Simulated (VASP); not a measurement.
The system is Ba.

```
Ba
1.0
     0.00000    3.16000    3.16000
     3.16000    0.00000    3.16000
     3.16000    3.16000    0.00000
Ba
1
Cartesian
  0.0000 0.0000 0.0000
```

This isn't the form of Ba at room conditions, which is bcc.

| Item | Value |
| --- | --- |
| Program | VASP 6.6.1 |
| Task | relaxation of cell and atoms |
| Functional | PBEsol |
| Potentials or basis | VASP PAW PBE potentials, release 64 (Ba_sv) |
| Cutoff | 500 eV |
| k mesh | 6 × 6 × 6 |
| Occupations | methfessel-paxton, width 0.05 eV |
| Spin | no spin polarisation |

At the start: pressure -0.8 GPa; volume 63.11 Å³/atom.

Problem. Where does the relaxation end?

Solution. Over 4 steps the energy falls by 15.8 meV/atom and the volume is 57.40 Å³/atom (-9.1 %); space group Fm-3m (No. 225, to 0.1 Å) before and after.

The path:
```csv
step,energy change (eV),largest force (eV/Å),pressure (GPa),volume (Å³)
1,0.0000,0.0000,-0.79,63.11
2,-0.0113,0.0000,-0.48,60.31
3,-0.0156,0.0000,-0.10,57.99
4,-0.0158,0.0000,0.00,57.40
```

Final structure:
```
Ba
1.0
     0.00000    3.06163    3.06163
     3.06163    0.00000    3.06163
     3.06163    3.06163    0.00000
Ba
1
Direct
  0.00000 0.00000 0.00000
```

Caveat: the PAW data sets were made with another functional, which shifts forces and pressure a little.
